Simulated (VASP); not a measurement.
Os: single point with LDA

Crystal: Os.

```
CELL_PARAMETERS angstrom
2.71313 0.00000 0.00000
-1.35657 2.34964 0.00000
0.00000 0.00000 4.29369
ATOMIC_POSITIONS crystal
Os 0.33333 0.66667 0.25000
Os 0.66667 0.33333 0.75000
```

```yaml
Program: VASP 6.6.1
Task: single point
Functional: LDA
Potentials_or_basis: VASP PAW LDA potentials, release 64 (Os_sv_GW)
Cutoff: 560 eV
k_mesh: 9 × 9 × 5
Occupations: gaussian, width 0.1 eV
Spin: no spin polarisation
Dipole_correction: no
Further_INCAR_settings: ALGO = Normal; EDIFF = 1e-06; NBANDS = 23
```

The pressure is 0.5 GPa. The band gap on the k mesh is zero (bands 16 and 17 overlap by 3.99 eV).

Stress tensor (GPa, compression positive):
```
0.46 0.00 0.00
0.00 0.46 0.00
0.00 0.00 0.65
```

Levels at points of the mesh, in eV from the Fermi level:
| k point | band 14 | band 15 | band 16 | band 17 | band 18 | band 19 |
| --- | --- | --- | --- | --- | --- | --- |
| (0.00, 0.00, 0.00) | -2.51 | -2.51 | -1.81 | -1.81 | -0.09 | 1.54 |

Run time: 27 s on 1 thread of Intel(R) Xeon(R) Platinum 8375C CPU @ 2.90GHz (Ice Lake) (shared host), peak memory 0.15 GiB.

Caveat: spin-orbit coupling is left out, which moves the levels of the heavy elements.
